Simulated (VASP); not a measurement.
Li6Be2Nb: single point with PBE

Crystal: Li6Be2Nb.

```
Li Be Nb
1.0
     0.00000    3.58288    3.58288
     3.58288    0.00000    3.58288
     3.58288    3.58288    0.00000
Li Be Nb
6 2 1
Direct
  0.76200 0.23800 0.23800
  0.23800 0.76200 0.23800
  0.23800 0.76200 0.76200
  0.76200 0.23800 0.76200
  0.23800 0.23800 0.76200
  0.76200 0.76200 0.23800
  0.25000 0.25000 0.25000
  0.75000 0.75000 0.75000
  0.00000 0.00000 0.00000
```

- Program: VASP 6.6.1
- Task: single point
- Functional: PBE
- Potentials or basis: VASP PAW PBE potentials, release 64 (Li_sv, Be, Nb_sv)
- Cutoff: 750 eV
- k mesh: 4 × 4 × 4
- Occupations: gaussian, width 0.1 eV
- Spin: no spin polarisation
- Dipole correction: no
- Further INCAR settings: ALGO = Normal; EDIFF = 1e-06; NBANDS = 28

The pressure is 47.7 GPa. The largest force is 8.170 eV/Å.

Forces on the atoms (eV/Å):
```
Li   8.170  0.000  0.000
Li   0.000  8.170  0.000
Li  -8.170  0.000  0.000
Li   0.000 -8.170  0.000
Li   0.000  0.000  8.170
Li   0.000  0.000 -8.170
Be   0.000  0.000  0.000
Be   0.000  0.000  0.000
Nb   0.000  0.000  0.000
```

Levels at points of the mesh, in eV from the Fermi level:
| k point | band 14 | band 15 | band 16 | band 17 | band 18 | band 19 | band 20 | band 21 | band 22 | band 23 |
| --- | --- | --- | --- | --- | --- | --- | --- | --- | --- | --- |
| (0.00, 0.00, 0.00) | -4.26 | -0.11 | 0.13 | 0.13 | 0.90 | 0.90 | 0.90 | 1.10 | 2.96 | 2.96 |
| (0.50, 0.00, 0.00) | -3.47 | -1.44 | -0.64 | -0.64 | -0.06 | 0.18 | 0.18 | 1.91 | 1.91 | 2.88 |
| (0.50, 0.50, 0.00) | -2.51 | -2.51 | -1.94 | -1.94 | -0.42 | 0.27 | 1.02 | 1.91 | 4.08 | 4.08 |

Run time: 2.5 min on 1 thread of Intel Xeon 8259CL (shared host), peak memory 0.33 GiB.

Caveat: the k points lie up to 0.38 Å⁻¹ apart; forces of over 1 eV/Å act on the atoms, so gaps and moduli don't describe the material at rest.
